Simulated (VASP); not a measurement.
Write the native input for VASP 6.6.1 that does the following.

```
Task                   : single point
Functional             : PBE
Potentials or basis    : VASP PAW PBE potentials, release 64 (Al, N)
Cutoff                 : 600 eV
k mesh                 : 8 × 8 × 6
Occupations            : gaussian, width 0.05 eV
Spin                   : no spin polarisation
Dipole correction      : no
Further INCAR settings : ALGO = Normal; EDIFF = 1e-06; NBANDS = 16
```

The structure of AlN lies in POSCAR:

```
AlN
1.0
    0.0000000000     -2.0353166207     -2.0353166207
    0.0000000000      2.0353166207     -2.0353166207
    4.0706332413      0.0000000000      0.0000000000
Al N
2 2
Direct
    0.5000000000      0.5000000000      0.0000277102
    0.0000000000      0.0000000000      0.4999722898
    0.5000000000      0.5000000000      0.4848672193
    0.0000000000      1.0000000000      0.0151327807
```

This cell differs from its parent crystal: mode 10 frozen in at +0.000 Å and mode 12 at -0.062 Å (largest displacements).

These files were run (other wordings do the same):

INCAR

```
PREC = Accurate ; ENCUT = 600
EDIFF = 1E-6 ; ISMEAR = 0
SIGMA = 0.05 ; LREAL = False
LASPH = True ; NELM = 120
ALGO = Normal ; ISIF = 2
LWAVE = False ; LCHARG = True
GGA = PE ; LELF = True
LVHAR = True ; NBANDS = 16
GGA_COMPAT = False
```

KPOINTS

```
Automatic mesh
0
Gamma
  8 8 6
```

Potentials or basis: VASP PAW PBE potentials, release 64 (Al, N).

Launch:

```console
$ cat potpaw_PBE.64/Al/POTCAR potpaw_PBE.64/N/POTCAR > POTCAR
$ mpirun -np 1 vasp_std > vasp.out
```

It gave:

```yaml
Pressure: 0.5 GPa
Largest_force: 1.568 eV/Å
Band_gap_on_the_k_mesh: 4.38 eV
```

Caveat: the cell differs from its parent crystal (mode 10 frozen in at +0.000 Å and mode 12 at -0.062 Å (largest displacements)); forces of over 1 eV/Å act on the atoms, so gaps and moduli don't describe the material at rest.

It took 21 s on 1 thread of Intel Xeon 6975P-C, with other jobs on the host, peak memory 0.17 GiB.
